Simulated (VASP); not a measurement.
MgF2:

```
Mg F
1.0
     4.62202    0.00000    0.00000
     0.00000    4.62202    0.00000
     0.00000    0.00000    3.04611
Mg F
2 4
Cartesian
  2.3110 2.3110 1.5231
  0.0000 0.0000 0.0000
  3.2218 3.2218 0.0000
  3.7113 0.9108 1.5231
  1.4002 1.4002 0.0000
  0.9108 3.7113 1.5231
```

Base run:

- Program: VASP 6.6.1
- Functional: r2SCAN
- Potentials or basis: VASP PAW PBE potentials, release 64 (Mg, F)
- Cutoff: 660 eV
- k mesh: 6 × 6 × 8
- Occupations: gaussian, width 0.01 eV
- Spin: no spin polarisation

Its results: band gap on the k mesh 8.03 eV; pressure -1.5 GPa; largest force 0.007 eV/Å.

Problem. The run is repeated on the same cell with these changes: functional from r2SCAN to PBE; cutoff from 660 eV to 600 eV; occupations from gaussian, width 0.01 eV to fermi-dirac, width 0.02 eV. What comes out?

Solution. Band gap on the k mesh 7.12 eV; pressure 3.9 GPa; largest force 0.026 eV/Å.

Caveats: the PAW data sets were made with another functional, which shifts forces and pressure a little (at least some runs); the cell stands under pressure (at least some runs).

A k mesh can miss the band edges.
